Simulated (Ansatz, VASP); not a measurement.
One calculation of CuI, two programs

The input INCAR:

```
ALGO = Normal ; EDIFF = 1E-6
ENCUT = 520 ; GGA = PE
ISIF = 2 ; ISMEAR = 0
LASPH = True ; LCHARG = False
LREAL = False ; LWAVE = False
NBANDS = 26 ; NELM = 60
PREC = Accurate ; SIGMA = 0.05
```

Contents of KPOINTS:

```
k-points
0
Gamma
  6 6 8
```

POSCAR

```
CuI
1.0
    3.6043336791     -3.5830144956      0.0000000000
    3.6043336791      3.5830144956      0.0000000000
    0.0000000000      0.0000000000      4.1583605299
Cu I
2 2
Direct
    0.4204388300      0.5795611700      0.7500000000
    0.5795611700      0.4204388300      0.2500000000
    0.7700426800      0.2299573200      0.7500000000
    0.2299573200      0.7700426800      0.2500000000
```

Input for Ansatz:

```yaml
crystal:
  lattice:
    - [3.6043336791, -3.5830144956, 0.0]
    - [3.6043336791, 3.5830144956, 0.0]
    - [0.0, 0.0, 4.1583605299]
  atoms:
    - { symbol: Cu, position: [0.42043883, 0.57956117, 0.75] }
    - { symbol: Cu, position: [0.57956117, 0.42043883, 0.25] }
    - { symbol: I, position: [0.77004268, 0.22995732, 0.75] }
    - { symbol: I, position: [0.22995732, 0.77004268, 0.25] }
basis:
  ecutwfc: 500
  fft_grid_basis: typed
kpoints:
  mp_grid: { grid: [6, 6, 8] }
hamiltonian:
  xc: pbe
  pseudopotentials: { kind: paw }
scf:
  occupations: { method: gaussian, width: 0.05 }
output:
  forces: true
  stress: true
  eigenvalues: true
  bader: true
  write_density: true
  volumetric_format: npy
  elf: true
```

Alike in both runs: task single point; functional PBE; k mesh 6 × 6 × 8; occupations gaussian, width 0.05 eV; no spin polarisation.

|  | VASP | Ansatz |
| --- | --- | --- |
| version | VASP 6.6.1 | Ansatz 0.2.0 |
| potentials or method | VASP PAW PBE potentials, release 64 (Cu, I), cutoff 520 eV | scalar-relativistic, plane waves, PAW |
| valence electrons in the cell | 36 | 72 |

```tsv
	VASP	Ansatz	Ansatz less VASP
gap on the k mesh at the Fermi level (eV)	1.16	1.15	-0.012
pressure (GPa)	7.2	7.0	-0.16
traceless stress, the component that is largest in VASP (GPa)	-5.15	-5.08	+0.069
rms of the force components (eV/Å)	0.513	0.508	-0.0059
```

Atom by atom the forces differ by 0.008 eV/Å (rms over components). With one functional, cell and mesh, what is left measures potentials, basis and numerics. VASP's potentials hold 36 valence electrons a cell and Ansatz's 72, so a difference there can come from the potentials and not from the codes.

Neither program's run includes spin-orbit coupling.
